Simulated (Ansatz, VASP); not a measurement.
Two plane-wave programs on Ti3H

The input INCAR:

```
  PREC = Accurate
  ENCUT = 520
  EDIFF = 1E-6
  ISMEAR = 0
  SIGMA = 0.1
  LREAL = F
  LASPH = T
  NELM = 80
  ALGO = Normal
  ISIF = 2
  LWAVE = F
  LCHARG = T
  LDIPOL = T
  IDIPOL = 3
  DIPOL = 0.5 0.5 0.308
  GGA = PE
  LELF = T
  LVHAR = T
  LVACPOTAV = T
  NBANDS = 47
```

Contents of KPOINTS:

```
Automatic mesh
0
Gamma
  6 6 1
```

POSCAR

```
Ti3H
1.0
    4.6037402164      0.0000000000      0.0000000000
   -2.3018701082      3.9869559799      0.0000000000
    0.0000000000      0.0000000000     22.4968206792
Ti H
6 2
Direct
    0.6666666667      0.3333333333      0.1778029019
    0.3333333333      0.6666666667      0.2195747837
    0.0000000000      0.0000000000      0.2613466656
    0.6666666667      0.3333333333      0.2980472718
    0.3333333333      0.6666666667      0.3304570052
    0.0000000000      0.0000000000      0.3776898434
    0.4001898503      1.0000000000      0.3976926699
    0.5998101497      1.0000000000      0.3976926699
```

Input for Ansatz:

```yaml
crystal:
  lattice:
    - [4.6037402164, 0.0, 0.0]
    - [-2.3018701082, 3.9869559799, 0.0]
    - [0.0, 0.0, 22.4968206792]
  atoms:
    - { symbol: Ti, position: [0.6666666667, 0.3333333333, 0.1778029019] }
    - { symbol: Ti, position: [0.3333333333, 0.6666666667, 0.2195747837] }
    - { symbol: Ti, position: [0.0, 0.0, 0.2613466656] }
    - { symbol: Ti, position: [0.6666666667, 0.3333333333, 0.2980472718] }
    - { symbol: Ti, position: [0.3333333333, 0.6666666667, 0.3304570052] }
    - { symbol: Ti, position: [0.0, 0.0, 0.3776898434] }
    - { symbol: H, position: [0.4001898503, 1.0, 0.3976926699] }
    - { symbol: H, position: [0.5998101497, 1.0, 0.3976926699] }
basis:
  ecutwfc: 420
kpoints:
  mp_grid: { grid: [6, 6, 1] }
hamiltonian:
  xc: pbe
  pseudopotentials: { kind: paw, azcp: { folder: soft_1 } }
scf:
  occupations: { method: gaussian, width: 0.1 }
output:
  forces: true
  eigenvalues: true
efield:
  axis: 3
  dipole_correction: true
  ramp_width: 0.04
```

Alike in both runs: task single point; functional PBE; k mesh 6 × 6 × 1; occupations gaussian, width 0.1 eV; no spin polarisation.

```csv
,VASP,Ansatz
version,VASP 6.6.1,Ansatz 0.2.0
potentials or method,"VASP PAW PBE potentials, release 64 (Ti_sv, H), cutoff 520 eV","scalar-relativistic, plane waves, PAW"
valence electrons in the cell,74,74
```

Ansatz gave:

* gap on the k mesh at the Fermi level (eV): none
* rms of the force components (eV/Å): 0.466
* work function, face that differs most (eV): 3.41

**Question.** Which values does VASP return?

**Answer.** gap on the k mesh at the Fermi level (eV): none; rms of the force components (eV/Å): 0.464; work function, face that differs most (eV): 3.41.

Atom by atom the forces differ by 0.007 eV/Å (rms over components). A gap of «none» marks a metal or a gap that the smearing closes.
